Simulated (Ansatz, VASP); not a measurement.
# One calculation of RbTe2, two programs

Contents of INCAR:

```
SYSTEM = RbTe2
ALGO = Normal
EDIFF = 1E-6
EDIFFG = -0.04
ENCUT = 600
GGA = PE
IBRION = 2
ISIF = 3
ISMEAR = 0
LASPH = .True.
LCHARG = .False.
LREAL = .False.
LWAVE = .False.
NELM = 80
NSW = 90
PREC = Accurate
SIGMA = 0.1
```

File KPOINTS:

```
k-points
0
Gamma
  4 4 4
  0 0 0
```

POSCAR

```
RbTe2
1.0
    0.0000000000      3.7394411081      3.7394411081
    3.7394411081      0.0000000000      3.7394411081
    3.7394411081      3.7394411081      0.0000000000
Rb Te
1 2
Direct
    0.0000000000      0.0000000000      0.0000000000
    0.2500000000      0.2500000000      0.2500000000
    0.7500000000      0.7500000000      0.7500000000
```

Input for Ansatz:

```yaml
crystal:
  lattice:
    - [0.0, 3.7394411081, 3.7394411081]
    - [3.7394411081, 0.0, 3.7394411081]
    - [3.7394411081, 3.7394411081, 0.0]
  atoms:
    - { symbol: Rb, position: [0.0, 0.0, 0.0] }
    - { symbol: Te, position: [0.25, 0.25, 0.25] }
    - { symbol: Te, position: [0.75, 0.75, 0.75] }
basis:
  ecutwfc: 420
kpoints:
  mp_grid: { grid: [4, 4, 4] }
hamiltonian:
  xc: pbe
scf:
  occupations: { method: gaussian, width: 0.1 }
  lower_state_search: "off"
output:
  forces: true
  stress: true
  eigenvalues: true
relax:
  adjacent_minimum: "off"
  f_tol: 0.04
  max_steps: 70
  cell: { stress_tol: 0.4 }
```

Alike in both runs: task relaxation of cell and atoms; functional PBE; k mesh 4 × 4 × 4; occupations gaussian, width 0.1 eV; no spin polarisation.

|  | VASP | Ansatz |
| --- | --- | --- |
| version | VASP 6.6.1 | Ansatz 0.2.0 |
| potentials or method | VASP PAW PBE potentials, release 64 (Rb_sv, Te), cutoff 600 eV | scalar-relativistic, plane waves, PAW |
| valence electrons in the cell | 21 | 41 |

Ansatz gave:

| Property | Result |
| --- | --- |
| gap on the k mesh at the Fermi level, each at its own relaxed structure (eV) | none |
| relaxed volume (Å³/atom) | 42.35 |
| relaxed cell length with the largest relative difference (Å) | 5.643 |

Estimate VASP's values.

gap on the k mesh at the Fermi level, each at its own relaxed structure (eV): none; relaxed volume (Å³/atom): 43.53; relaxed cell length with the largest relative difference (Å): 5.695.

A gap of «none» marks a metal or a gap that the smearing closes. VASP's potentials hold 21 valence electrons a cell and Ansatz's 41, so a difference there can come from the potentials and not from the codes.

The k mesh is coarse, so the values compare programs but aren't converged. Spin-orbit coupling is off throughout. Noted on VASP's run: the volume moved by over 15 % at a fixed basis, so the end points are rough.
